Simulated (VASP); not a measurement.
# AlN (F-43m) in VASP: a series of runs, part 2 of 2

VASP 6.6.1.

### Step 5. Single point, revPBE

This run uses another cell than the first one, of 10.82 Å³/atom, 1.039 times its volume.

The input, INCAR:

```
ALGO = Normal
EDIFF = 1E-7
ENCUT = 520
GGA = RE
ISIF = 2
ISMEAR = -1
LASPH = True
LCHARG = False
LREAL = False
LWAVE = False
NBANDS = 11
NELM = 100
PREC = Accurate
SIGMA = 0.05
```

The input, KPOINTS:

```
k-points
0
Gamma
  10 10 10
```

The input, POSCAR:

```
AlN
1.0
    0.0000000000      2.2118796969      2.2118796969
    2.2118796969      0.0000000000      2.2118796969
    2.2118796969      2.2118796969      0.0000000000
Al N
1 1
Direct
    0.0000000000      0.0000000000      0.0000000000
    0.2500000000      0.2500000000      0.2500000000
```

Potentials or basis: VASP PAW PBE potentials, release 64 (Al, N).

On the command line:

```
$ cat potpaw_PBE.64/Al/POTCAR potpaw_PBE.64/N/POTCAR > POTCAR
$ mpirun -np 1 vasp_std > vasp.out
```

OUTCAR:

```text
EDIFF = 1E-7
   ENCUT = 520
   GGA = RE
   ISIF = 2
   ISMEAR = -1
   LASPH = True
   LREAL = False
   NELM = 100
   PREC = Accurate

 ion  position               nearest neighbor table
   1  0.000  0.000  0.000-   2 1.92   2 1.92   2 1.92   2 1.92
   2  0.250  0.250  0.250-   1 1.92   1 1.92   1 1.92   1 1.92

  LATTYP: Found a face centered cubic cell.
 ALAT       =     4.4237593938

  Lattice vectors:

 A1 = (   0.0000000000,   2.2118796969,   2.2118796969)
[... 518 lines left out ...]

 [... further k-points ...]

------------------------ aborting loop because EDIFF is reached ----------------------------------------

  FORCE on cell =-STRESS in cart. coord.  units (eV):
  Direction    XX          YY          ZZ          XY          YZ          ZX
  --------------------------------------------------------------------------------------
  -------------------------------------------------------------------------------------
  Total       -0.0752239     -0.0752239     -0.0752239      0.0000000      0.0000000      0.0000000
  in kB       -5.5686729     -5.5686729     -5.5686729      0.0000000      0.0000000      0.0000000
  external PRESSURE =      -5.5686729 kB  Pullay stress =       0.0000000 kB

 VOLUME and BASIS-vectors are now :
 -----------------------------------------------------------------------------
  energy-cutoff  :      520.00
  volume of cell :       21.64
      direct lattice vectors                 reciprocal lattice vectors
     0.000000000  2.211879697  2.211879697    -0.226052077  0.226052077  0.226052077
     2.211879697  0.000000000  2.211879697     0.226052077 -0.226052077  0.226052077
     2.211879697  2.211879697  0.000000000     0.226052077  0.226052077 -0.226052077

 POSITION                                       TOTAL-FORCE (eV/Angst)
 -----------------------------------------------------------------------------------
      0.00000      0.00000      0.00000         0.000000      0.000000      0.000000
      1.10594      1.10594      1.10594        -0.000000     -0.000000     -0.000000
 -----------------------------------------------------------------------------------
    total drift:                                0.000000      0.000000      0.000000

  FREE ENERGIE OF THE ION-ELECTRON SYSTEM (eV)
  ---------------------------------------------------
  free  energy   TOTEN  =       -14.2464166241 eV

  energy  without entropy=      -14.2464166241  energy(sigma->0) =      -14.24641662
```

OSZICAR:

```text
N       E                     dE             d eps       ncg     rms          rms(c)
DAV:   1     0.112718361887E+02    0.11272E+02   -0.36455E+03  1058   0.589E+02
DAV:   2    -0.155983124221E+02   -0.26870E+02   -0.25666E+02  1263   0.137E+02
DAV:   3    -0.165036783002E+02   -0.90537E+00   -0.90411E+00  1273   0.234E+01
DAV:   4    -0.165084620097E+02   -0.47837E-02   -0.47835E-02  1178   0.184E+00
DAV:   5    -0.165085211598E+02   -0.59150E-04   -0.59150E-04  1262   0.202E-01    0.854E+00
DAV:   6    -0.142386896883E+02    0.22698E+01   -0.11623E+01  1223   0.169E+01    0.292E+00
DAV:   7    -0.142454940057E+02   -0.68043E-02   -0.16113E-01  1136   0.318E+00    0.211E+00
DAV:   8    -0.142479234892E+02   -0.24295E-02   -0.34402E-02  1109   0.170E+00    0.620E-01
DAV:   9    -0.142463130427E+02    0.16104E-02   -0.45342E-03  1214   0.391E-01    0.253E-01
DAV:  10    -0.142463981545E+02   -0.85112E-04   -0.66241E-04  1142   0.163E-01    0.215E-02
DAV:  11    -0.142464167534E+02   -0.18599E-04   -0.32340E-05  1202   0.393E-02    0.197E-02
DAV:  12    -0.142464166896E+02    0.63769E-07   -0.10342E-06  1196   0.790E-03    0.245E-03
DAV:  13    -0.142464166241E+02    0.65529E-07   -0.45676E-07  1175   0.356E-03
   1 F= -.14246417E+02 E0= -.14246417E+02  d E =-.865828E-11
```

stdout:

```text
POSCAR found type information on POSCAR AlN
 POSCAR found :  2 types and       2 ions
 scaLAPACK will be used
 -----------------------------------------------------------------------------
|                                                                             |
|                                                                             |
|     You enforced a specific xc type in the INCAR file but a different       |
|     I HOPE YOU KNOW WHAT YOU ARE DOING!                                     |
|                                                                             |
 -----------------------------------------------------------------------------

 LDA part: xc-table for (Slater+PW92), standard interpolation
 POSCAR, INCAR and KPOINTS ok, starting setup
 FFT: planning ... GRIDC
 FFT: planning ... GRID_SOFT
 FFT: planning ... GRID
 WAVECAR not read
 entering main loop
```

Run time: 9.3 s. Hardware: 1 thread of AMD EPYC 7R13 (Zen 3), shared host; peak memory 0.11 GiB.

What came out:

```
Free energy            : -14.2464 eV
Pressure               : -0.6 GPa
Band gap on the k mesh : 3.33 eV, indirect (least direct gap 3.89 eV)
```

Caveat: the PAW data sets were made with another functional, which shifts forces and pressure a little. A k mesh can miss the band edges.

### Step 6. Single point, BLYP

This run uses another cell than the first one, of 10.83 Å³/atom, 1.040 times its volume.

The input, INCAR:

```
PREC = Accurate
ENCUT = 520
EDIFF = 1E-6
ISMEAR = -1
SIGMA = 0.05
LREAL = False
LASPH = True
NELM = 80
ALGO = Normal
ISIF = 2
LWAVE = False
LCHARG = False
GGA = B5
ALDAX = 1.0
AGGAX = 1.0
AGGAC = 1.0
ALDAC = 0.0
NBANDS = 11
```

The input, KPOINTS:

```
regular mesh
0
Gamma
  10 10 10
```

The input, POSCAR:

```
AlN
1.0
    0.0000000000      2.2124509659      2.2124509659
    2.2124509659      0.0000000000      2.2124509659
    2.2124509659      2.2124509659      0.0000000000
Al N
1 1
Direct
    0.0000000000      0.0000000000      0.0000000000
    0.2500000000      0.2500000000      0.2500000000
```

Potentials or basis: VASP PAW PBE potentials, release 64 (Al, N).

On the command line:

```
$ cat potpaw_PBE.64/Al/POTCAR potpaw_PBE.64/N/POTCAR > POTCAR
$ mpirun -np 1 vasp_std > vasp.out
```

OUTCAR:

```text
PREC = Accurate
   ENCUT = 520
   EDIFF = 1E-6
   ISMEAR = -1
   LREAL = False
   LASPH = True
   NELM = 80
   ISIF = 2
   GGA = B5

 ion  position               nearest neighbor table
   1  0.000  0.000  0.000-   2 1.92   2 1.92   2 1.92   2 1.92
   2  0.250  0.250  0.250-   1 1.92   1 1.92   1 1.92   1 1.92

  LATTYP: Found a face centered cubic cell.
 ALAT       =     4.4249019318

  Lattice vectors:

 A1 = (   0.0000000000,   2.2124509659,   2.2124509659)
 A2 = (   2.2124509659,   0.0000000000,   2.2124509659)
 A3 = (   2.2124509659,   2.2124509659,   0.0000000000)

Analysis of symmetry for initial positions (statically):
=====================================================================
 Subroutine PRICEL returns:
 Original cell was already a primitive cell.

 Routine SETGRP: Setting up the symmetry group for a
 face centered cubic supercell.

 Subroutine GETGRP returns: Found 24 space group operations
 (whereof 24 operations were pure point group operations)
 out of a pool of 48 trial point group operations.

The static configuration has the point symmetry T_d .

Analysis of symmetry for dynamics (positions and initial velocities):
=====================================================================
 Subroutine PRICEL returns:
 Original cell was already a primitive cell.

 Routine SETGRP: Setting up the symmetry group for a
 face centered cubic supercell.

 Subroutine GETGRP returns: Found 24 space group operations
 (whereof 24 operations were pure point group operations)
 out of a pool of 48 trial point group operations.

The dynamic configuration has the point symmetry T_d .

 Subroutine INISYM returns: Found 24 space group operations
 (whereof 24 operations are pure point group operations),
 and found     1 'primitive' translations

----------------------------------------------------------------------------------------
[... 117 lines left out ...]
   LORBIT       =      0    0 simple, 1 ext, 2 COOP (PROOUT), +10 PAW based schemes
   GGA     = B5    functional components
   LHFCALC =     F    Hartree Fock is set to
   AEXX    =    0.0000 exact exchange contribution
   IVDW    =     0    specifies the selected vdW correction
   LEPSILON=     F    determine dielectric tensor
   LRPA    =     F    only Hartree local field effects (RPA)
 non-spin polarized calculation
  energy-cutoff  :      520.00
  volume of cell :       21.66
 maximum number of plane-waves:       596
   NGX = 11   NGY = 11   NGZ = 11

 number of electron       8.0000002 magnetization

 Free energy of the ion-electron system (eV)
  ---------------------------------------------------
  ext. energy  EPLUGINS =         0.00000000
  ---------------------------------------------------
  free energy    TOTEN  =       -13.90050551 eV

  energy without entropy =      -13.90050551  energy(sigma->0) =      -13.90050551

 E-fermi :   7.0478     XC(G=0): -10.1409

 val. band max:        6.0108191417   @ k =   0.0000   0.0000   0.0000
 cond. band min:       9.6570915526   @ k =   0.5000   0.5000   0.0000
 fundamental gap:      3.6462724110
 Fermi energy:         7.0478219489

 k-point     1 :       0.0000    0.0000    0.0000
  band No.  band energies     occupation
      1      -8.6498      2.00000
      2       6.0108      2.00000
      3       6.0108      2.00000
      4       6.0108      2.00000
      5      10.1418      0.00000
      6      18.2433      0.00000
      7      18.2433      0.00000
      8      18.2433      0.00000
      9      23.4890      0.00000
     10      23.4890      0.00000
     11      24.9765      0.00000
[... 309 lines left out ...]
 k-point    24 :       0.4000    0.3000    0.0000
  band No.  band energies     occupation
      1      -6.7706      2.00000
      2       2.0171      2.00000
      3       4.3824      2.00000
      4       4.6613      2.00000
      5      11.1467      0.00000
      6      15.4233      0.00000
      7      17.9252      0.00000
      8      20.2565      0.00000
      9      20.7403      0.00000
     10      26.9797      0.00000
     11      29.0760      0.00000

 [... further k-points ...]

------------------------ aborting loop because EDIFF is reached ----------------------------------------

  FORCE on cell =-STRESS in cart. coord.  units (eV):
  Direction    XX          YY          ZZ          XY          YZ          ZX
  --------------------------------------------------------------------------------------
  -------------------------------------------------------------------------------------
  Total        0.0539346      0.0539346      0.0539346      0.0000000      0.0000000     -0.0000000
  in kB        3.9895827      3.9895827      3.9895827      0.0000000      0.0000000     -0.0000000
  external PRESSURE =       3.9895827 kB  Pullay stress =       0.0000000 kB

 VOLUME and BASIS-vectors are now :
 -----------------------------------------------------------------------------
  energy-cutoff  :      520.00
  volume of cell :       21.66
      direct lattice vectors                 reciprocal lattice vectors
     0.000000000  2.212450966  2.212450966    -0.225993709  0.225993709  0.225993709
     2.212450966  0.000000000  2.212450966     0.225993709 -0.225993709  0.225993709
     2.212450966  2.212450966  0.000000000     0.225993709  0.225993709 -0.225993709

 POSITION                                       TOTAL-FORCE (eV/Angst)
 -----------------------------------------------------------------------------------
      0.00000      0.00000      0.00000        -0.000000     -0.000000     -0.000000
      1.10623      1.10623      1.10623         0.000000      0.000000      0.000000
 -----------------------------------------------------------------------------------
    total drift:                               -0.000000     -0.000000     -0.000000

  FREE ENERGIE OF THE ION-ELECTRON SYSTEM (eV)
  ---------------------------------------------------
  free  energy   TOTEN  =       -13.9005055069 eV

  energy  without entropy=      -13.9005055068  energy(sigma->0) =      -13.90050551
```

OSZICAR:

```text
N       E                     dE             d eps       ncg     rms          rms(c)
DAV:   1     0.117629221971E+02    0.11763E+02   -0.36389E+03  1058   0.588E+02
DAV:   2    -0.157513986648E+02   -0.27514E+02   -0.26305E+02  1260   0.139E+02
DAV:   3    -0.166806264341E+02   -0.92923E+00   -0.92802E+00  1271   0.238E+01
DAV:   4    -0.166860040659E+02   -0.53776E-02   -0.53773E-02  1175   0.195E+00
DAV:   5    -0.166860779399E+02   -0.73874E-04   -0.73874E-04  1262   0.223E-01    0.916E+00
DAV:   6    -0.139044366891E+02    0.27816E+01   -0.14974E+01  1220   0.192E+01    0.272E+00
DAV:   7    -0.139087761942E+02   -0.43395E-02   -0.18887E-01  1115   0.359E+00    0.199E+00
DAV:   8    -0.139024798635E+02    0.62963E-02   -0.42791E-02  1142   0.196E+00    0.633E-01
DAV:   9    -0.139004539725E+02    0.20259E-02   -0.54185E-03  1229   0.461E-01    0.240E-01
DAV:  10    -0.139005020939E+02   -0.48121E-04   -0.54039E-04  1124   0.155E-01    0.191E-02
DAV:  11    -0.139005055303E+02   -0.34364E-05   -0.96113E-06  1229   0.255E-02    0.180E-02
DAV:  12    -0.139005055069E+02    0.23480E-07   -0.10743E-06  1172   0.704E-03
   1 F= -.13900506E+02 E0= -.13900506E+02  d E =-.434877E-10
```

Run time: 13 s. Hardware: 1 thread of AMD EPYC 7R13 (Zen 3), shared host; peak memory 0.11 GiB.

Results:

* Free energy: -13.9005 eV
* Pressure: 0.4 GPa
* Band gap on the k mesh: 3.65 eV, indirect (least direct gap 4.13 eV)

Caveat: the PAW data sets were made with another functional, which shifts forces and pressure a little.

### Step 7. The runs side by side

| level | cell | smearing | gap on the mesh (eV) | pressure (GPa) |
| --- | --- | --- | --- | --- |
| PBE | a = 3.089 Å, angles 60.0°, 2 atoms | gaussian 0.013 eV | 3.32 | 4.6 |
| PBE | a = 3.089 Å, angles 60.0°, 2 atoms | gaussian 0.014 eV | 3.32 | 4.6 |
| PBE | a = 3.089 Å, angles 60.0°, 2 atoms | gaussian 0.016 eV | 3.32 | 4.6 |
| revPBE | a = 3.128 Å, angles 60.0°, 2 atoms | fermi-dirac 0.05 eV | 3.33 | -0.6 |
| BLYP | a = 3.129 Å, angles 60.0°, 2 atoms | fermi-dirac 0.05 eV | 3.65 | 0.4 |

Alike in all rows: task single point; potentials or basis VASP PAW PBE potentials, release 64 (Al, N); no spin polarisation; k mesh 10 × 10 × 10; cutoff (eV) 520.

On the cell as given the gap runs from 3.32 eV (PBE) to 3.32 eV (PBE).

Caveats: the PAW data sets were made with another functional, which shifts forces and pressure a little (some runs).

Absolute energies hang on the potentials; compare differences alone.
